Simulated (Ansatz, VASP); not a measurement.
As in VASP and in Ansatz

```
As
1.0
     4.42246    0.00000    0.00000
    -2.21123    3.82996    0.00000
     0.00000    0.00000    5.31339
As
4
Cartesian
  0.0000 0.0000 1.3283
  0.0000 0.0000 3.9850
  0.0000 2.5533 3.9850
  2.2112 1.2767 1.3283
```

Alike in both runs: functional PBEsol; k mesh 12 × 12 × 10; occupations gaussian, width 0.1 eV; no spin polarisation.

Ansatz relaxed the structure, and its values are those at the end. VASP's run is a single point on that final structure, the one shown.

|  | VASP | Ansatz |
| --- | --- | --- |
| version | VASP 6.6.1 | Ansatz 0.2.0 |
| potentials or method | VASP PAW PBE potentials, release 64 (As), cutoff 520 eV | scalar-relativistic, plane waves, PAW |
| valence electrons in the cell | 20 | 60 |

|  | VASP | Ansatz | Ansatz less VASP |
| --- | --- | --- | --- |
| gap on the k mesh at the Fermi level (eV) | none | none | - |
| pressure (GPa) | 0.3 | 0.0 | -0.28 |

VASP's potentials were made for PBE, not for PBEsol. A gap of «none» marks a metal or a gap that the smearing closes. The functional is the same, so the differences come from potentials, cutoffs and numerics. VASP's potentials hold 20 valence electrons a cell and Ansatz's 60, so a difference there can come from the potentials and not from the codes.
